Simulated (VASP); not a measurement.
Set up this calculation in VASP 6.6.1, as the native input.

```yaml
Task: single point
Functional: PBEsol
Potentials_or_basis: VASP PAW PBE potentials, release 64 (Pb_d, S)
Cutoff: 520 eV
k_mesh: 14 × 14 × 14
Occupations: gaussian, width 0.15 eV
Spin: no spin polarisation
Dipole_correction: no
Further_INCAR_settings: ALGO = Normal; EDIFF = 1e-07; NBANDS = 17
```

The structure of PbS lies in POSCAR:

```
PbS
1.0
    3.6536590000      0.0000000000      0.0000000000
    0.0000000000      3.6536590000      0.0000000000
    0.0000000000      0.0000000000      4.0190249000
Pb S
1 1
Direct
    0.0000000000      0.0000000000      0.0000000000
    0.5000000000      0.5000000000      0.5000000000
```

This cell differs from its parent crystal: strain +0.1000 x Voigt [0, 0, 1, 0, 0, 0].

One way to write it, as run:

INCAR

```
SYSTEM = PbS
PREC = Accurate
ENCUT = 520
EDIFF = 1E-7
ISMEAR = 0
SIGMA = 0.15
LREAL = .FALSE.
LASPH = .TRUE.
NELM = 60
ALGO = Normal
ISIF = 2
LWAVE = .FALSE.
LCHARG = .TRUE.
GGA = PS
LELF = .TRUE.
LVHAR = .TRUE.
NBANDS = 17
```

KPOINTS

```
regular mesh
0
G
  14 14 14
  0 0 0
```

Potentials or basis: VASP PAW PBE potentials, release 64 (Pb_d, S).

Launch:

```sh
$ cat potpaw_PBE.64/Pb_d/POTCAR potpaw_PBE.64/S/POTCAR > POTCAR
$ mpirun -np 1 vasp_std > vasp.out
```

It gave:

```
Pressure               : -7.1 GPa
Band gap on the k mesh : zero (bands 10 and 11 overlap by 0.61 eV)
```

Caveat: the cell differs from its parent crystal (strain +0.1000 x Voigt [0, 0, 1, 0, 0, 0]); the stress differs along the axes, from -12 to -5 GPa; semilocal functionals underestimate gaps, and a narrow one can read as zero; the PAW data sets were made with another functional, which shifts forces and pressure a little; spin-orbit coupling is left out, which moves the levels of the heavy elements.

Run time: 3.3 min on 1 thread of Intel(R) Xeon(R) Platinum 8375C CPU @ 2.90GHz (Ice Lake), with other jobs on the host, peak memory 0.36 GiB.
